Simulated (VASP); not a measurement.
Input of a VASP 6.6.1 run:

INCAR

```
AGGAC = 1.0 ; AGGAX = 1.0
ALDAC = 0.0 ; ALDAX = 1.0
ALGO = Normal ; EDIFF = 1E-7
ENCUT = 520 ; GGA = B5
ISIF = 2 ; ISMEAR = -1
IVDW = 12 ; LASPH = True
LCHARG = False ; LREAL = False
LWAVE = False ; NBANDS = 12
NELM = 60 ; PREC = Accurate
SIGMA = 0.05 ; VDW_A1 = 0.4298
VDW_A2 = 4.2359 ; VDW_S6 = 1.0
VDW_S8 = 2.6996
```

KPOINTS

```
k-points
0
Gamma
  13 13 13
```

File POSCAR:

```
Ga
1.0
   -1.4376937594      1.4376937594      2.2575789068
    1.4376937594     -1.4376937594      2.2575789068
    1.4376937594      1.4376937594     -2.2575789068
Ga
1
Direct
    0.0000000000      0.0000000000      0.0000000000
```

Potentials or basis: VASP PAW PBE potentials, release 64 (Ga_d).

Run with:

```console
$ cat potpaw_PBE.64/Ga_d/POTCAR > POTCAR
$ mpirun -np 1 vasp_std > vasp.out
```

Q: Predict the dispersion energy per atom.

A: -0.722 eV.

Q: What does it give for the pressure?

A: 0.0 GPa.

Caveat: the PAW data sets were made with another functional, which shifts forces and pressure a little.
